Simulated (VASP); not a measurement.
Set up this calculation in VASP 6.6.1, as the native input.

```yaml
Task: single point
Functional: revPBE
Potentials_or_basis: VASP PAW PBE potentials, release 64 (Ta_pv)
Cutoff: 520 eV
k_mesh: 22 × 22 × 22
Occupations: fermi-dirac, width 0.1 eV
Spin: no spin polarisation
Dipole_correction: no
Further_INCAR_settings: ALGO = Normal; EDIFF = 1e-06; NBANDS = 12
```

The structure of Ta lies in POSCAR:

```
Ta
1.0
   -1.5980449087      1.5980449087      1.5980449087
    1.5980449087     -1.5980449087      1.5980449087
    1.5980449087      1.5980449087     -1.5980449087
Ta
1
Direct
    0.0000000000      0.0000000000      0.0000000000
```

These files were run (other wordings do the same):

INCAR

```
SYSTEM = Ta
PREC = Accurate
ENCUT = 520
EDIFF = 1E-6
ISMEAR = -1
SIGMA = 0.1
LREAL = .False.
LASPH = .True.
NELM = 100
ALGO = Normal
ISIF = 2
LWAVE = .False.
LCHARG = .True.
GGA = RE
LELF = .True.
LVHAR = .True.
NBANDS = 12
```

KPOINTS

```
regular mesh
0
Gamma
  22 22 22
  0 0 0
```

Potentials or basis: VASP PAW PBE potentials, release 64 (Ta_pv).

Launch:

```console
$ cat potpaw_PBE.64/Ta_pv/POTCAR > POTCAR
$ mpirun -np 1 vasp_std > vasp.out
```

It gave:

* Pressure: 30.6 GPa
* Band gap on the k mesh: zero (an odd number of electrons rules out a gap without spin polarisation)

Caveat: the cell stands under pressure; the PAW data sets were made with another functional, which shifts forces and pressure a little; spin-orbit coupling is left out, which moves the levels of the heavy elements.

It took 57 s on 1 thread of Intel Xeon 8259CL, with other jobs on the host, peak memory 0.19 GiB.
